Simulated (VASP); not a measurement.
Set up this calculation in VASP 6.6.1, as the native input.

| Property | Result |
| --- | --- |
| Task | single point |
| Functional | r2SCAN |
| Potentials or basis | VASP PAW PBE potentials, release 64 (Zn, P) |
| Cutoff | 520 eV |
| k mesh | 4 × 4 × 4 |
| Occupations | fermi-dirac, width 0.05 eV |
| Spin | no spin polarisation |
| Dipole correction | no |
| Further INCAR settings | ALGO = Normal; EDIFF = 1e-06; NBANDS = 28 |

Crystal: Zn3P.

```
Zn P
1.0
     3.97552    0.00000    0.00000
     0.00000    3.97552    0.00000
     0.00000    0.00000    3.97552
Zn P
3 1
Direct
  0.50000 0.50000 0.00000
  0.50000 0.00000 0.50000
  0.00000 0.50000 0.50000
  0.00000 0.00000 0.00000
```

These files were run (other wordings do the same):

POSCAR

```
Zn3P
1.0
    3.9755180000      0.0000000000      0.0000000000
    0.0000000000      3.9755180000      0.0000000000
    0.0000000000      0.0000000000      3.9755180000
Zn P
3 1
Direct
    0.5000000000      0.5000000000      0.0000000000
    0.5000000000      0.0000000000      0.5000000000
    0.0000000000      0.5000000000      0.5000000000
    0.0000000000      0.0000000000      0.0000000000
```

INCAR.step1

```
SYSTEM = Zn3P
ALGO = Normal
EDIFF = 1E-4
ENCUT = 520
GGA = PE
ISMEAR = -1
LASPH = .TRUE.
LCHARG = .FALSE.
LREAL = .FALSE.
LWAVE = .TRUE.
NBANDS = 28
NELM = 60
PREC = Accurate
SIGMA = 0.05
```

INCAR.step2

```
SYSTEM = Zn3P
ALGO = Normal
EDIFF = 1E-6
ENCUT = 520
ISIF = 2
ISMEAR = -1
ISTART = 1
LASPH = .TRUE.
LCHARG = .TRUE.
LELF = .TRUE.
LMIXTAU = .TRUE.
LREAL = .FALSE.
LVHAR = .TRUE.
LWAVE = .FALSE.
METAGGA = R2SCAN
NBANDS = 28
NELM = 60
PREC = Accurate
SIGMA = 0.05
```

KPOINTS

```
k-points
0
G
  4 4 4
  0 0 0
```

Potentials or basis: VASP PAW PBE potentials, release 64 (Zn, P).

Command:

```console
$ cat potpaw_PBE.64/Zn/POTCAR potpaw_PBE.64/P/POTCAR > POTCAR
$ cp INCAR.step1 INCAR
$ mpirun -np 1 vasp_std > vasp.out
$ cp INCAR.step2 INCAR
$ mpirun -np 1 vasp_std > vasp.out
```

Results of the run:

| Item | Value |
| --- | --- |
| Pressure | -3.5 GPa |

Caveat: the k points lie up to 0.40 Å⁻¹ apart; the PAW data sets were made with another functional, which shifts forces and pressure a little.

Wall time 39 s on 1 thread of AMD EPYC 9R45 96-Core Processor (Zen 5), with other jobs on the host, peak memory 0.14 GiB.
